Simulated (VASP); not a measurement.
# Te2Mo in VASP: single point with r2SCAN

Aim: the single point of Te2Mo with r2SCAN.

Everything below comes from runs of VASP 6.6.1. Logs are shortened: lines on timing, memory, paths and dates and some standing lists are left out, and cuts for length are marked.

## 1. The cell of the first run

The typed cell holds 6 atoms: a = 3.564 Å, b = 3.564 Å, c = 14.869 Å, α = 83.12°, β = 83.12°, γ = 60.00°.

## 2. Single point, r2SCAN (the part above a cut slid along it)

POSCAR

```
Te2Mo
1.0
   -3.5635452172      0.0000000000      0.0000000000
   -1.7817726086     -3.0861206856      0.0000000000
   -1.7815944313     -1.0286040245     14.7262210532
Te Mo
4 2
Direct
    0.1238596311      0.1238596311      0.6284839550
    0.6238429645      0.6238429645      0.1284839550
    0.0428570355      0.0428570355      0.8715160450
    0.5428403689      0.5428403689      0.3715160450
    0.2500083333      0.2500083333      0.2500000000
    0.4166916667      0.4166916667      0.7500000000
```

INCAR.step1

```
SYSTEM = Te2Mo
PREC = Accurate
ENCUT = 520
ISMEAR = 0
SIGMA = 0.05
LREAL = .FALSE.
LASPH = .TRUE.
NELM = 100
NBANDS = 35
GGA = PE
ALGO = Normal
EDIFF = 1E-4
LWAVE = .TRUE.
LCHARG = .FALSE.
```

INCAR.step2

```
SYSTEM = Te2Mo
PREC = Accurate
ENCUT = 520
EDIFF = 1E-7
ISMEAR = 0
SIGMA = 0.05
LREAL = .FALSE.
LASPH = .TRUE.
NELM = 100
ALGO = Normal
ISIF = 2
LWAVE = .FALSE.
LCHARG = .FALSE.
METAGGA = R2SCAN
LMIXTAU = .TRUE.
NBANDS = 35
ISTART = 1
```

KPOINTS

```
regular mesh
0
G
  9 9 2
  0 0 0
```

Potentials or basis: VASP PAW PBE potentials, release 64 (Te, Mo_sv).

Launch:

```sh
$ cat potpaw_PBE.64/Te/POTCAR potpaw_PBE.64/Mo_sv/POTCAR > POTCAR
$ cp INCAR.step1 INCAR
$ mpirun -np 1 vasp_std > vasp.out
$ cp INCAR.step2 INCAR
$ mpirun -np 1 vasp_std > vasp.out
```

OUTCAR:

```text
SYSTEM = Te2Mo
   PREC = Accurate
   ENCUT = 520
   EDIFF = 1E-7
   ISMEAR = 0
   LREAL = .FALSE.
   LASPH = .TRUE.
   NELM = 100
   ISIF = 2
   METAGGA = R2SCAN
   ISTART = 1

 ion  position               nearest neighbor table
   1  0.124  0.124  0.628-   6 2.73   6 2.73   6 2.73   3 3.58
   2  0.624  0.624  0.128-   5 2.73   5 2.73   5 2.73   4 3.58
   3  0.043  0.043  0.872-   6 2.73   6 2.73   6 2.73   1 3.58
   4  0.543  0.543  0.372-   5 2.73   5 2.73   5 2.73   2 3.58
   5  0.250  0.250  0.250-   2 2.73   4 2.73   2 2.73   4 2.73   4 2.73   2 2.73
   6  0.417  0.417  0.750-   3 2.73   1 2.73   3 2.73   1 2.73   1 2.73   3 2.73

  LATTYP: Found a trigonal (rhomboedric) cell.
 ALAT       =    14.8692195984
 COS(alpha) =     0.9712818173

  Lattice vectors:

 A1 = (  -1.7815944313,  -1.0286040245,  14.7262210532)
 A2 = (   1.7819507859,  -1.0286040245,  14.7262210532)
 A3 = (   0.0001781773,   2.0575166611,  14.7262210532)

Analysis of symmetry for initial positions (statically):
=====================================================================
 Subroutine PRICEL returns:
 Original cell was already a primitive cell.

 Routine SETGRP: Setting up the symmetry group for a
 trigonal (rhombohedral) supercell.

 Subroutine GETGRP returns: Found  4 space group operations
 (whereof  2 operations were pure point group operations)
 out of a pool of 12 trial point group operations.

The static configuration has the point symmetry C_1h.
 The point group associated with its full space group is C_2h.

Analysis of symmetry for dynamics (positions and initial velocities):
=====================================================================
 Subroutine PRICEL returns:
 Original cell was already a primitive cell.

 Routine SETGRP: Setting up the symmetry group for a
 trigonal (rhombohedral) supercell.

 Subroutine GETGRP returns: Found  4 space group operations
 (whereof  2 operations were pure point group operations)
 out of a pool of 12 trial point group operations.

The dynamic configuration has the point symmetry C_1h.
 The point group associated with its full space group is C_2h.

 Subroutine INISYM returns: Found  4 space group operations
 (whereof  2 operations are pure point group operations),
 and found     1 'primitive' translations

----------------------------------------------------------------------------------------

                                     Primitive cell

  volume of cell :     161.9521

  direct lattice vectors                    reciprocal lattice vectors
    -3.563545217  0.000000000  0.000000000    -0.280619422  0.162015699 -0.022633098
    -1.781772609 -3.086120686  0.000000000     0.000000000 -0.324031398 -0.022633098
    -1.781594431 -1.028604025 14.726221053     0.000000000  0.000000000  0.067906084

  length of vectors
     3.563545217  3.563545217 14.869219598     0.324820880  0.324820880  0.067906084

  position of ions in fractional coordinates (direct lattice)
     0.123859631  0.123859631  0.628483955
     0.623842964  0.623842964  0.128483955
     0.042857035  0.042857035  0.871516045
     0.542840369  0.542840369  0.371516045
     0.250008333  0.250008333  0.250000000
     0.416691667  0.416691667  0.750000000

  ion indices of the primitive-cell ions
   primitive index   ion index
                 1           1
                 2           2
                 3           3
                 4           4
                 5           5
                 6           6

----------------------------------------------------------------------------------------

 KPOINTS: regular mesh

Automatic generation of k-mesh.
 Grid dimensions read from file:
 generate k-points for:    9    9    2

 Generating k-lattice:

  Cartesian coordinates                     Fractional coordinates (reciprocal lattice)
    -0.031179936  0.018001744 -0.002514789     0.111111111 -0.000000000  0.000000000
     0.000000000 -0.036003489 -0.002514789     0.000000000  0.111111111  0.000000000
     0.000000000  0.000000000  0.033953042     0.000000000  0.000000000  0.500000000

  Length of vectors
     0.036091209  0.036091209  0.033953042

  Shift w.r.t. Gamma in fractional coordinates (k-lattice)
     0.000000000  0.000000000  0.000000000

 -----------------------------------------------------------------------------
|                                                                             |
|           W    W    AA    RRRRR   N    N  II  N    N   GGGG   !!!           |
|           W    W   A  A   R    R  NN   N  II  NN   N  G    G  !!!           |
|           W    W  A    A  R    R  N N  N  II  N N  N  G       !!!           |
|           W WW W  AAAAAA  RRRRR   N  N N  II  N  N N  G  GGG   !            |
|           WW  WW  A    A  R   R   N   NN  II  N   NN  G    G                |
|           W    W  A    A  R    R  N    N  II  N    N   GGGG   !!!           |
|                                                                             |
|     Your reciprocal lattice and k-lattice belong to different lattice       |
|     classes:                                                                |
|                                                                             |
|        The reciprocal lattice is rhombohedral (trigonal),                   |
|        whereas your k-lattice is base-centered monoclinic.                  |
|                                                                             |
|     Results are often still useful ...                                      |
|                                                                             |
 -----------------------------------------------------------------------------

 WARNING: IBZKPT: internal override: KBLOWUP is changed to .FALSE.
      ... skipping the blow-up phase ...

 Subroutine IBZKPT returns following result:
 ===========================================

 Found     50 irreducible k-points:

 Following reciprocal coordinates:
            Coordinates               Weight
  0.000000  0.000000  0.000000      1.000000
  0.111111 -0.000000  0.000000      4.000000
  0.222222 -0.000000  0.000000      4.000000
  0.333333 -0.000000  0.000000      4.000000
  0.444444 -0.000000  0.000000      4.000000
  0.111111  0.111111  0.000000      2.000000
[... 16 lines left out ...]
 -0.333333  0.333333  0.000000      2.000000
  0.444444  0.444444  0.000000      2.000000
 [... further k-points ...]
   k-points           NKPTS =     50   k-points in BZ     NKDIM =     50   number of bands    NBANDS=     35
   number of dos      NEDOS =    301   number of ions     NIONS =      6
   total plane-waves  NPLWV =  87808
   dimension x,y,z NGX =    28 NGY =   28 NGZ =  112
   dimension x,y,z NGXF=    56 NGYF=   56 NGZF=  224
   ions per type =               4   2
   NGX,Y,Z   is equivalent  to a cutoff of  13.06, 13.06, 12.52 a.u.
   NGXF,Y,Z  is equivalent  to a cutoff of  26.13, 26.13, 25.04 a.u.
 SYSTEM =  Te2Mo
   PREC   = accura    normal or accurate (medium, high low for compatibility)
   ISTART =      1    job   : 0-new  1-cont  2-samecut
   ICHARG =      0    charge: 1-file 2-atom 10-const
   ISPIN  =      1    spin polarized calculation?
   LNONCOLLINEAR =      F non collinear calculations
   LSORBIT =      F    spin-orbit coupling
   LASPH  =      T    aspherical Exc in radial PAW
   ENCUT  =  520.0 eV  38.22 Ry    6.18 a.u.   6.63  6.63 27.65*2*pi/ulx,y,z
   NELM   =    100;   NELMIN=  2; NELMDL=  0     # of ELM steps
   EDIFF  = 0.1E-06   stopping-criterion for ELM
   LREAL  =      F    real-space projection
   EDIFFG = 0.1E-05   stopping-criterion for IOM
   NSW    =      0    number of steps for IOM
   IBRION =     -1    ionic relax: 0-MD 1-quasi-New 2-CG
   NFREE  =      0    steps in history (QN), initial steepest desc. (CG)
   ISIF   =      2    stress and relaxation
   ISYM   =      2    0-nonsym 1-usesym 2-fastsym
   POTIM  = 0.5000    time-step for ionic-motion
   TEBEG  =    0.0;   TEEND  =   0.0 temperature during run
   PSTRESS=    0.0 pullay stress
   NELECT =      52.0000    total number of electrons
   NUPDOWN=      -1.0000    fix difference up-down
   EMIN   =  10.00;   EMAX   =-10.00  energy-range for DOS
   EFERMI =   0.00;   METHOD = LEGACY
   ISMEAR =     0;   SIGMA  =   0.05  broadening in eV -4-tet -1-fermi 0-gaus
   EFERMI_NEDOS =   21; number of points for ismear=-14 and -15
   IALGO  =     38    algorithm
   IMIX   =      4    mixing-type and parameters
     AMIX     =   0.40;   BMIX     =  1.00
     AMIX_MAG =   1.60;   BMIX_MAG =  1.00
  volume/ion in A,a.u.               =      26.99       182.15
  Fermi-wavevector in a.u.,A,eV,Ry     =   1.121021  2.118423 17.098282  1.256688
  Thomas-Fermi vector in A             =   2.257672
   LORBIT       =      0    0 simple, 1 ext, 2 COOP (PROOUT), +10 PAW based schemes
   METAGGA = R2SCAN    functional components
   LHFCALC =     F    Hartree Fock is set to
   AEXX    =    0.0000 exact exchange contribution
   IVDW    =     0    specifies the selected vdW correction
   LEPSILON=     F    determine dielectric tensor
   LRPA    =     F    only Hartree local field effects (RPA)
 non-spin polarized calculation
 Gauss-broadening in eV      SIGMA  =   0.05
  energy-cutoff  :      520.00
  volume of cell :      161.95
 maximum number of plane-waves:      4406
   NGX = 13   NGY = 13   NGZ = 55

 number of electron      52.0000000 magnetization

 Free energy of the ion-electron system (eV)
  ---------------------------------------------------
  ext. energy  EPLUGINS =         0.00000000
  ---------------------------------------------------
  free energy    TOTEN  =      -155.64256047 eV

  energy without entropy =     -155.64256047  energy(sigma->0) =     -155.64256047

 E-fermi :   7.3915     XC(G=0): -10.5211

 val. band max:        6.9814520462   @ k =   0.0000   0.0000   0.0000
 cond. band min:       8.0175284280   @ k =  -0.3333   0.3333   0.0000
 fundamental gap:      1.0360763819
 Fermi energy:         7.3914771627

 k-point     1 :       0.0000    0.0000    0.0000
  band No.  band energies     occupation
      1     -55.7291      2.00000
      2     -55.7291      2.00000
      3     -29.1483      2.00000
      4     -29.1483      2.00000
      5     -29.0600      2.00000
      6     -29.0600      2.00000
[... 27 lines left out ...]
     34      10.4227      0.00000
     35      12.9428      0.00000

 k-point     2 :       0.1111   -0.0000    0.0000
  band No.  band energies     occupation
      1     -55.7280      2.00000
      2     -55.7280      2.00000
      3     -29.1450      2.00000
      4     -29.1450      2.00000
      5     -29.0746      2.00000
      6     -29.0746      2.00000
[... 27 lines left out ...]
     34      10.2666      0.00000
     35      13.4373      0.00000

 k-point     3 :       0.2222   -0.0000    0.0000
  band No.  band energies     occupation
      1     -55.7252      2.00000
      2     -55.7252      2.00000
      3     -29.1366      2.00000
      4     -29.1366      2.00000
      5     -29.1116      2.00000
      6     -29.1116      2.00000
[... 27 lines left out ...]
     34      10.5332      0.00000
     35      13.5484      0.00000

 k-point     4 :       0.3333   -0.0000    0.0000
  band No.  band energies     occupation
      1     -55.7221      2.00000
      2     -55.7221      2.00000
      3     -29.1533      2.00000
      4     -29.1533      2.00000
      5     -29.1270      2.00000
      6     -29.1270      2.00000
[... 27 lines left out ...]
     34      10.6995      0.00000
     35      12.4984      0.00000

 k-point     5 :       0.4444   -0.0000    0.0000
  band No.  band energies     occupation
      1     -55.7200      2.00000
      2     -55.7200      2.00000
      3     -29.1803      2.00000
      4     -29.1803      2.00000
      5     -29.1207      2.00000
      6     -29.1207      2.00000
[... 638 lines left out ...]
 k-point    22 :      -0.4444    0.3333    0.0000
  band No.  band energies     occupation
      1     -55.7191      2.00000
      2     -55.7191      2.00000
      3     -29.1660      2.00000
      4     -29.1660      2.00000
      5     -29.1180      2.00000
      6     -29.1180      2.00000
[... 27 lines left out ...]
     34      10.8899      0.00000
     35      12.0279      0.00000

 k-point    23 :      -0.3333    0.3333    0.0000
  band No.  band energies     occupation
      1     -55.7186      2.00000
      2     -55.7186      2.00000
      3     -29.1551      2.00000
      4     -29.1551      2.00000
      5     -29.1372      2.00000
      6     -29.1372      2.00000
[... 27 lines left out ...]
     34      11.0789      0.00000
     35      11.9418      0.00000

 k-point    24 :       0.4444    0.4444    0.0000
  band No.  band energies     occupation
      1     -55.7200      2.00000
      2     -55.7200      2.00000
      3     -29.1803      2.00000
      4     -29.1803      2.00000
      5     -29.1207      2.00000
      6     -29.1207      2.00000
[... 27 lines left out ...]
     34      10.9066      0.00000
     35      11.3953      0.00000

 [... further k-points ...]
[... 5 lines left out ...]
  --------------------------------------------------------------------------------------
  -------------------------------------------------------------------------------------
  Total        0.1800479      0.1802180      0.3656739     -0.0001473      0.0000826      0.0001431
  in kB        1.7811981      1.7828807      3.6175792     -0.0014571      0.0008175      0.0014161
  external PRESSURE =       2.3938860 kB  Pullay stress =       0.0000000 kB

 VOLUME and BASIS-vectors are now :
 -----------------------------------------------------------------------------
  energy-cutoff  :      520.00
  volume of cell :      161.95
      direct lattice vectors                 reciprocal lattice vectors
    -3.563545217  0.000000000  0.000000000    -0.280619422  0.162015699 -0.022633098
    -1.781772609 -3.086120686  0.000000000     0.000000000 -0.324031398 -0.022633098
    -1.781594431 -1.028604025 14.726221053     0.000000000  0.000000000  0.067906084

 POSITION                                       TOTAL-FORCE (eV/Angst)
 -----------------------------------------------------------------------------------
     -1.78177     -1.02871      9.25519        -0.000133     -0.000077     -0.034256
     -3.56355     -2.05741      1.89208        -0.000051     -0.000030      0.023124
     -1.78177     -1.02871     12.83414         0.000051      0.000030     -0.023124
     -3.56355     -2.05741      5.47103         0.000133      0.000077      0.034256
     -1.78177     -1.02871      3.68156        -0.000066     -0.000038     -0.012774
     -3.56355     -2.05741     11.04467         0.000066      0.000038      0.012774
 -----------------------------------------------------------------------------------
    total drift:                                0.000011      0.000007     -0.000004

  FREE ENERGIE OF THE ION-ELECTRON SYSTEM (eV)
  ---------------------------------------------------
  free  energy   TOTEN  =      -155.6425604699 eV

  energy  without entropy=     -155.6425604699  energy(sigma->0) =     -155.64256047
```

Run time: 13 min. Hardware: 1 thread of AMD EPYC 9R45 (Zen 5), shared host; peak memory 0.43 GiB.

What came out:

```yaml
Free_energy: -155.6426 eV
Pressure: 0.2 GPa
Largest_force: 0.034 eV/Å
Band_gap_on_the_k_mesh: 1.04 eV (least direct gap 1.08 eV)
```

Forces in eV/Å, atoms in the order of the input:
```
Te   0.000  0.000 -0.034
Te   0.000  0.000  0.023
Te   0.000  0.000 -0.023
Te   0.000  0.000  0.034
Mo   0.000  0.000 -0.013
Mo   0.000  0.000  0.013
```

Caveat: the cell differs from its parent crystal (the part above a cut slid along it); the PAW data sets were made with another functional, which shifts forces and pressure a little; spin-orbit coupling is left out, which moves the levels of the heavy elements. A k mesh can miss the band edges.
